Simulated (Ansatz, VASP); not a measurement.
Given: the input of a run of VASP 6.6.1 on Zn.

Contents of POSCAR:

```
Zn
1.0
    0.0000000000      1.9647760000      1.9647760000
    1.9647760000      0.0000000000      1.9647760000
    1.9647760000      1.9647760000      0.0000000000
Zn
1
Direct
    0.0000000000      0.0000000000      0.0000000000
```

The input INCAR.step1:

```
PREC = Accurate
ENCUT = 500
EDIFF = 1E-5
ISMEAR = -1
SIGMA = 0.05
LREAL = F
LASPH = T
NELM = 120
ALGO = Normal
LWAVE = T
LCHARG = F
GGA = PE
NBANDS = 12
GGA_COMPAT = F
IBRION = 2
ISIF = 3
EDIFFG = -0.005
NELMIN = 4
NSW = 100
```

File INCAR.step2:

```
PREC = Accurate
ENCUT = 500
EDIFF = 1E-7
ISMEAR = -1
SIGMA = 0.05
LREAL = F
LASPH = T
NELM = 120
ALGO = Normal
ISIF = 3
LWAVE = F
LCHARG = F
GGA = PS
LHFCALC = T
AEXX = 0.25
PRECFOCK = Normal
IBRION = 2
NSW = 60
EDIFFG = -0.01
ISTART = 1
GGA_COMPAT = F
NELMIN = 4
```

Contents of KPOINTS:

```
Automatic mesh
0
Gamma
  6 6 6
```

Potentials or basis: VASP PAW PBE potentials, release 64 (Zn).

Command:

```bash
$ cat potpaw_PBE.64/Zn/POTCAR > POTCAR
$ cp INCAR.step1 INCAR
$ mpirun -np 1 vasp_std > vasp.out
$ cp INCAR.step2 INCAR
$ mpirun -np 1 vasp_std > vasp.out
```

Problem. Set up the same calculation for Ansatz 0.2.0. Potentials there: Ansatz PAW.

Solution. As run (the cutoff follows the program's own potentials):

Contents of input:

```
crystal:
  lattice:
    - [0.0, 1.964776, 1.964776]
    - [1.964776, 0.0, 1.964776]
    - [1.964776, 1.964776, 0.0]
  atoms:
    - { symbol: Zn, position: [0.0, 0.0, 0.0] }
hamiltonian:
  xc: { exchange: pbesol, correlation: pbesol, exx: { coeff: 0.25 } }
  pseudopotentials: { kind: paw }
kpoints:
  mp_grid: { grid: [6, 6, 6] }
scf:
  occupations: { method: fermi_dirac, width: 0.05 }
output:
  forces: true
  stress: true
  eigenvalues: true
relax:
  f_tol: 0.01
  max_steps: 40
  cell: { stress_tol: 0.05 }
```

Both were run:

|  | VASP | Ansatz | Ansatz less VASP |
| --- | --- | --- | --- |
| gap on the k mesh at the Fermi level, each at its own relaxed structure (eV) | none | none | - |
| relaxed volume (Å³/atom) | 14.36 | 14.33 | -0.028 |
| relaxed cell length with the largest relative difference (Å) | 2.728 | 2.726 | -0.0018 |

VASP's potentials were made for PBE, not for PBEsol-based global hybrid. A gap of «none» marks a metal or a gap that the smearing closes.

The k mesh is coarse, so the values compare programs but aren't converged. Noted on Ansatz's run: the plane-wave basis is chosen anew once the cell has moved, so the energies of steps on either side of that aren't comparable.
